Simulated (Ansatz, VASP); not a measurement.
**One calculation of ZrIn2Se3, two programs**

```
Zr In Se
1.0
     3.89535    0.00000    0.00000
     0.00000    3.89535    0.00000
     0.00000    0.00000   10.49253
Zr In Se
1 2 3
Direct
  0.00000 0.00000 0.50000
  0.00000 0.50000 0.23853
  0.50000 0.00000 0.76147
  0.50000 0.50000 0.00000
  0.00000 0.00000 0.00000
  0.50000 0.50000 0.50000
```

Change from the starting cell: species swapped into the Li3MnAs2 type (P-4m2, No. 115).

Alike in both runs: functional PBE; k mesh 10 × 10 × 4; occupations gaussian, width 0.1 eV; no spin polarisation.

Ansatz relaxed the structure, and its values are those at the end. VASP's run is a single point on that final structure, the one shown.

|  | VASP | Ansatz |
| --- | --- | --- |
| version | VASP 6.6.1 | Ansatz 0.2.0 |
| potentials or method | VASP PAW PBE potentials, release 64 (Zr_sv, In_d, Se), cutoff 520 eV | scalar-relativistic, plane waves, PAW |
| valence electrons in the cell | 56 | 86 |

|  | VASP | Ansatz | Ansatz less VASP |
| --- | --- | --- | --- |
| gap on the k mesh at the Fermi level (eV) | none | none | - |
| pressure (GPa) | 0.0 | 0.0 | -0.03 |

A gap of «none» marks a metal or a gap that the smearing closes. With one functional, cell and mesh, what is left measures potentials, basis and numerics. VASP's potentials hold 56 valence electrons a cell and Ansatz's 86, so a difference there can come from the potentials and not from the codes.
